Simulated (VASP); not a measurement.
Cu:

```
CELL_PARAMETERS angstrom
0.00000 1.80750 1.80750
1.80750 0.00000 1.80750
1.80750 1.80750 0.00000
ATOMIC_POSITIONS crystal
Cu 0.00000 0.00000 0.00000
```

* Program: VASP 6.6.1
* Task: relaxation of cell and atoms
* Functional: PBE
* Dispersion: D3(BJ)
* Potentials or basis: VASP PAW PBE potentials, release 64 (Cu)
* Cutoff: 600 eV
* k mesh: 20 × 20 × 20
* Occupations: gaussian, width 0.1 eV
* Spin: no spin polarisation

At the start: pressure -5.9 GPa; volume 11.81 Å³/atom.

Task: How do energy, volume and symmetry change on relaxing?

Result: Over 3 steps the energy falls by 8.8 meV/atom and the volume is 11.35 Å³/atom (-3.9 %); space group Fm-3m (No. 225, to 0.05 Å).

The path:
| step | energy change (eV) | largest force (eV/Å) | pressure (GPa) | volume (Å³) |
| --- | --- | --- | --- | --- |
| 1 | 0.0000 | 0.0000 | -5.85 | 11.81 |
| 2 | -0.0056 | 0.0000 | 4.09 | 11.09 |
| 3 | -0.0088 | 0.0000 | -0.06 | 11.35 |

Final structure:
```
CELL_PARAMETERS angstrom
0.00000 1.78366 1.78366
1.78366 0.00000 1.78366
1.78366 1.78366 0.00000
ATOMIC_POSITIONS crystal
Cu 0.00000 0.00000 0.00000
```

Caveat: pairwise dispersion overbinds metals, which lowers pressure and volume.
